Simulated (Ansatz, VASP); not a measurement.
**Two plane-wave programs on GeS**

```
CELL_PARAMETERS angstrom
10.47000 0.00000 0.00000
0.00000 3.64100 0.00000
0.00000 0.00000 4.38294
ATOMIC_POSITIONS crystal
Ge 0.62151 0.25000 0.36766
Ge 0.87849 0.75000 0.86766
Ge 0.12151 0.25000 0.13234
Ge 0.37849 0.75000 0.63234
S 0.84994 0.25000 0.49947
S 0.65006 0.75000 0.99947
S 0.34994 0.25000 0.00053
S 0.15006 0.75000 0.50053
```

Change from the starting cell: z stretched by +2 %, ions relaxed.

Alike in both runs: functional PBE; k mesh 5 × 12 × 10; occupations fermi-dirac, width 0.02 eV; no spin polarisation.

Ansatz relaxed the structure, and its values are those at the end. VASP's run is a single point on that final structure, the one shown.

|  | VASP | Ansatz |
| --- | --- | --- |
| version | VASP 6.6.1 | Ansatz 0.2.0 |
| potentials or method | VASP PAW PBE potentials, release 64 (Ge_d, S) | plane-wave PAW, scalar-relativistic |
| plane-wave cutoff (eV) | 500 | 420 |
| valence electrons in the cell | 80 | 80 |

Ansatz gave:

| Quantity | Value |
| --- | --- |
| gap on the k mesh at the Fermi level (eV) | 1.19 |
| pressure (GPa) | 1.3 |
| rms of the force components (eV/Å) | 0.008 |

Task: Estimate VASP's values.

Result: gap on the k mesh at the Fermi level (eV): 1.19; pressure (GPa): 1.2; rms of the force components (eV/Å): 0.007.

Ansatz's warnings: stress scf threshold loose.
